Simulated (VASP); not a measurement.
# Pb in VASP: single point with PBE+D3(BJ)

Aim: the single point of Pb with PBE+D3(BJ).

All numbers are computed with VASP 6.6.1; they aren't measurements. Logs are shortened: lines on timing, memory, paths and dates and some standing lists are left out, and cuts for length are marked.

## 1. The cell of the first run

The cell holds a slab with vacuum, 12 atoms: a = 7.014 Å, b = 7.014 Å, c = 20.960 Å, α = 90.00°, β = 90.00°, γ = 90.00°.

## 2. Single point, PBE+D3(BJ)

The input, INCAR:

```
PREC = Accurate
ENCUT = 520
EDIFF = 1E-7
ISMEAR = 0
SIGMA = 0.1
LREAL = False
LASPH = True
NELM = 60
ALGO = Normal
ISIF = 2
LWAVE = False
LCHARG = True
LDIPOL = True
IDIPOL = 3
DIPOL = 0.5 0.5 0.506
GGA = PE
IVDW = 12
LELF = True
LVHAR = True
LVACPOTAV = True
NBANDS = 96
```

The input, KPOINTS:

```
Automatic mesh
0
Gamma
  3 3 1
```

The input, POSCAR:

```
Pb
1.0
    7.0141808633      0.0000000000      0.0000000000
    0.0000000000      7.0141808633      0.0000000000
    0.0000000000      0.0000000000     20.9597748529
Pb
12
Direct
    0.2500000000      0.2500000000      0.3816834893
    0.2500000000      0.7500000000      0.3816834893
    0.7500000000      0.2500000000      0.3816834893
    0.7500000000      0.7500000000      0.3816834893
    0.5000000000      0.5000000000      0.5057982818
    0.5000000000      0.0000000000      0.5057982818
    0.0000000000      0.5000000000      0.5057982818
    0.0000000000      0.0000000000      0.5057982818
    0.7500000000      0.7500000000      0.6300567244
    0.7500000000      0.2500000000      0.6300567244
    0.2500000000      0.7500000000      0.6300567244
    0.2500000000      0.2500000000      0.6300567244
```

Potentials or basis: VASP PAW PBE potentials, release 64 (Pb_d).

Launch:

```bash
$ cat potpaw_PBE.64/Pb_d/POTCAR > POTCAR
$ mpirun -np 1 vasp_std > vasp.out
```

OUTCAR:

```text
PREC = Accurate
   ENCUT = 520
   EDIFF = 1E-7
   ISMEAR = 0
   LREAL = False
   LASPH = True
   NELM = 60
   ISIF = 2
   GGA = PE
   IVDW = 12
 IVDW          = 12

 ion  position               nearest neighbor table
   1  0.250  0.250  0.382-   2 3.51   3 3.51   2 3.51   3 3.51   7 3.59   8 3.59   5 3.59   6 3.59

   2  0.250  0.750  0.382-   1 3.51   4 3.51   1 3.51   4 3.51   7 3.59   8 3.59   5 3.59   6 3.59

   3  0.750  0.250  0.382-   1 3.51   4 3.51   4 3.51   1 3.51   7 3.59   8 3.59   5 3.59   6 3.59
[... 25 lines left out ...]
 A1 = (   7.0141808633,   0.0000000000,   0.0000000000)
 A2 = (   0.0000000000,   7.0141808633,   0.0000000000)
 A3 = (   0.0000000000,   0.0000000000,  20.9597748529)

Analysis of symmetry for initial positions (statically):
=====================================================================
 Subroutine PRICEL returns following result:

  LATTYP: Found a simple tetragonal cell.
 ALAT       =     3.5070904317
 C/A-ratio  =     5.9763998851

  Lattice vectors:

 A1 = (   3.5070904317,   0.0000000000,   0.0000000000)
 A2 = (   0.0000000000,   3.5070904317,   0.0000000000)
 A3 = (   0.0000000000,   0.0000000000,  20.9597748529)

   4 primitive cells build up your supercell.

 Routine SETGRP: Setting up the symmetry group for a
 simple tetragonal supercell.

 Subroutine GETGRP returns: Found  8 space group operations
 (whereof  8 operations were pure point group operations)
 out of a pool of 16 trial point group operations.

The static configuration has the point symmetry C_4v.

Analysis of symmetry for dynamics (positions and initial velocities):
=====================================================================
 Subroutine PRICEL returns following result:

  LATTYP: Found a simple tetragonal cell.
 ALAT       =     3.5070904317
 C/A-ratio  =     5.9763998851

  Lattice vectors:

 A1 = (   3.5070904317,   0.0000000000,   0.0000000000)
 A2 = (   0.0000000000,   3.5070904317,   0.0000000000)
 A3 = (   0.0000000000,   0.0000000000,  20.9597748529)

   4 primitive cells build up your supercell.

 Routine SETGRP: Setting up the symmetry group for a
 simple tetragonal supercell.

 Subroutine GETGRP returns: Found  8 space group operations
 (whereof  8 operations were pure point group operations)
 out of a pool of 16 trial point group operations.

The dynamic configuration has the point symmetry C_4v.

 Subroutine INISYM returns: Found  8 space group operations
 (whereof  8 operations are pure point group operations),
 and found     4 'primitive' translations

[... 90 lines left out ...]
   EFERMI_NEDOS =   21; number of points for ismear=-14 and -15
   IALGO  =     38    algorithm
   IMIX   =      4    mixing-type and parameters
     AMIX     =   0.40;   BMIX     =  1.00
     AMIX_MAG =   1.60;   BMIX_MAG =  1.00
  volume/ion in A,a.u.               =      85.93       579.90
  Fermi-wavevector in a.u.,A,eV,Ry     =   0.894124  1.689649 10.877282  0.799458
  Thomas-Fermi vector in A             =   2.016289
   LORBIT       =      0    0 simple, 1 ext, 2 COOP (PROOUT), +10 PAW based schemes
   GGA     = PE    functional components
   LHFCALC =     F    Hartree Fock is set to
   AEXX    =    0.0000 exact exchange contribution
   IVDW    =    12    specifies the selected vdW correction
   LEPSILON=     F    determine dielectric tensor
   LRPA    =     F    only Hartree local field effects (RPA)
 non-spin polarized calculation
 Gauss-broadening in eV      SIGMA  =   0.10
  energy-cutoff  :      520.00
  volume of cell :     1031.19
 maximum number of plane-waves:     27832
 NGX is ok and might be reduce to    54
   NGX = 27   NGY = 27   NGZ = 77

 dipolmoment           0.000000      0.000000      0.001442 electrons x Angstroem

 number of electron     167.9999945 magnetization

 dipolmoment           0.000000      0.000000     -0.000344 electrons x Angstroem

 Free energy of the ion-electron system (eV)
  ---------------------------------------------------
  ext. energy  EPLUGINS =         0.00000000
  ---------------------------------------------------
  free energy    TOTEN  =       -39.96540558 eV

  energy without entropy =      -39.86311928  energy(sigma->0) =      -39.91426243

 E-fermi :  -0.0125     XC(G=0):  -4.4673

 val. band max:       -0.0611786843   @ k =   0.3333   0.3333   0.0000
 cond. band min:       0.0073401161   @ k =   0.3333   0.3333   0.0000
 fundamental gap:      0.0685188004
 Fermi energy:        -0.0124617398

 k-point     1 :       0.0000    0.0000    0.0000
  band No.  band energies     occupation
      1     -17.1414      2.00000
      2     -17.1220      2.00000
      3     -17.0672      2.00000
      4     -17.0672      2.00000
      5     -17.0473      2.00000
      6     -17.0473      2.00000
[... 286 lines left out ...]
     95       2.1523      0.00000
     96       2.5406      0.00000

------------------------ aborting loop because EDIFF is reached ----------------------------------------

 Edisp (eV)   -3.34143

 E8    (eV) :    -1.7648

  FORCE on cell =-STRESS in cart. coord.  units (eV):
  Direction    XX          YY          ZZ          XY          YZ          ZX
  --------------------------------------------------------------------------------------
  -------------------------------------------------------------------------------------
  Total      -4.97538    -4.97538    -0.57315     0.00000    -0.00000     0.00000
  in kB      -7.73030    -7.73030    -0.89051     0.00000    -0.00000     0.00000
  external pressure =       -5.45 kB  Pullay stress =        0.00 kB

 VOLUME and BASIS-vectors are now :
 -----------------------------------------------------------------------------
  energy-cutoff  :      520.00
  volume of cell :     1031.19
      direct lattice vectors                 reciprocal lattice vectors
     7.014180863  0.000000000  0.000000000     0.142568323  0.000000000  0.000000000
     0.000000000  7.014180863  0.000000000     0.000000000  0.142568323  0.000000000
     0.000000000  0.000000000 20.959774853     0.000000000  0.000000000  0.047710436

 POSITION                                       TOTAL-FORCE (eV/Angst)
 -----------------------------------------------------------------------------------
      1.75355      1.75355      8.00000        -0.000000     -0.000000      0.012912
      1.75355      5.26064      8.00000         0.000000      0.000000      0.012912
      5.26064      1.75355      8.00000         0.000000     -0.000000      0.012912
      5.26064      5.26064      8.00000         0.000000      0.000000      0.012912
      3.50709      3.50709     10.60142         0.000000      0.000000      0.008168
      3.50709      0.00000     10.60142         0.000000     -0.000000      0.008168
      0.00000      3.50709     10.60142         0.000000     -0.000000      0.008168
      0.00000      0.00000     10.60142         0.000000     -0.000000      0.008168
      5.26064      5.26064     13.20585        -0.000000      0.000000     -0.021080
      5.26064      1.75355     13.20585         0.000000     -0.000000     -0.021080
      1.75355      5.26064     13.20585        -0.000000      0.000000     -0.021080
      1.75355      1.75355     13.20585        -0.000000     -0.000000     -0.021080
 -----------------------------------------------------------------------------------
    total drift:                                0.000000      0.000000     -0.001759

  FREE ENERGIE OF THE ION-ELECTRON SYSTEM (eV)
  ---------------------------------------------------
  free  energy   TOTEN  =       -43.3068360622 eV

  energy  without entropy=      -43.2045497598  energy(sigma->0) =      -43.25569291

 vacuum level on the upper side and lower side of the slab         3.974         3.975
```

Wall time 28 min (1 thread of Intel Xeon 8259CL, shared host); peak memory 0.93 GiB.

What came out:

* Free energy: -43.3068 eV
* Largest force: 0.021 eV/Å
* Band gap on the k mesh: zero (bands 84 and 85 overlap by 0.16 eV)
* Dispersion energy per atom: -0.278 eV

Forces in eV/Å, atoms in the order of the input:
```
Pb   0.000  0.000  0.013
Pb   0.000  0.000  0.013
Pb   0.000  0.000  0.013
Pb   0.000  0.000  0.013
Pb   0.000  0.000  0.008
Pb   0.000  0.000  0.008
Pb   0.000  0.000  0.008
Pb   0.000  0.000  0.008
Pb   0.000  0.000 -0.021
Pb   0.000  0.000 -0.021
Pb   0.000  0.000 -0.021
Pb   0.000  0.000 -0.021
```

Caveat: spin-orbit coupling is left out, which moves the levels of the heavy elements.

The gap in the log of VASP goes by the Fermi energy; the results here count the filled bands.